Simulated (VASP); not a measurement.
Set up this calculation in VASP 6.6.1, as the native input.

```yaml
Task: single point
Functional: PBE
Potentials_or_basis: VASP PAW PBE potentials, release 64 (Al, H)
Cutoff: 520 eV
k_mesh: 6 × 6 × 1
Occupations: gaussian, width 0.1 eV
Spin: no spin polarisation
Dipole_correction: yes
Further_INCAR_settings: ALGO = Normal; EDIFF = 1e-07; NBANDS = 30
```

The structure of Al12H lies in POSCAR:

```
Al12H
1.0
    5.7143028096      0.0000000000      0.0000000000
   -2.8571514048      4.9487313980      0.0000000000
    0.0000000000      0.0000000000     20.1016424764
Al H
12 1
Direct
    0.3333333333      0.1666666667      0.1989887147
    0.3333333333      0.6666666667      0.1989887147
    0.8333333333      0.1666666667      0.1989887147
    0.8333333333      0.6666666667      0.1989887147
    0.1666666667      0.3333333333      0.3134533099
    0.1666666667      0.8333333333      0.3134533099
    0.6666666667      0.3333333333      0.3134533099
    0.6666666667      0.8333333333      0.3134533099
    0.0000000000      0.0000000000      0.4279074452
    0.0000000000      0.5000000000      0.4279074452
    0.5000000000      0.0000000000      0.4279074452
    0.5000000000      0.5000000000      0.4279074452
    0.0000000000      0.1666666667      0.4959313275
```

One way to write it, as run:

INCAR

```
SYSTEM = Al12H
ALGO = Normal
DIPOL = 0.5 0.5 0.327
EDIFF = 1E-7
ENCUT = 520
GGA = PE
IDIPOL = 3
ISIF = 2
ISMEAR = 0
LASPH = .True.
LCHARG = .False.
LDIPOL = .True.
LREAL = .False.
LWAVE = .False.
NBANDS = 30
NELM = 60
PREC = Accurate
SIGMA = 0.1
```

KPOINTS

```
k-points
0
Gamma
  6 6 1
  0 0 0
```

Potentials or basis: VASP PAW PBE potentials, release 64 (Al, H).

Run with:

```bash
$ cat potpaw_PBE.64/Al/POTCAR potpaw_PBE.64/H/POTCAR > POTCAR
$ mpirun -np 1 vasp_std > vasp.out
```

Results of the run:

- Largest force: 0.384 eV/Å
- Band gap on the k mesh: zero (an odd number of electrons rules out a gap without spin polarisation)

It took 28 min on 1 thread of Intel Xeon 8259CL (shared host), peak memory 0.7 GiB.
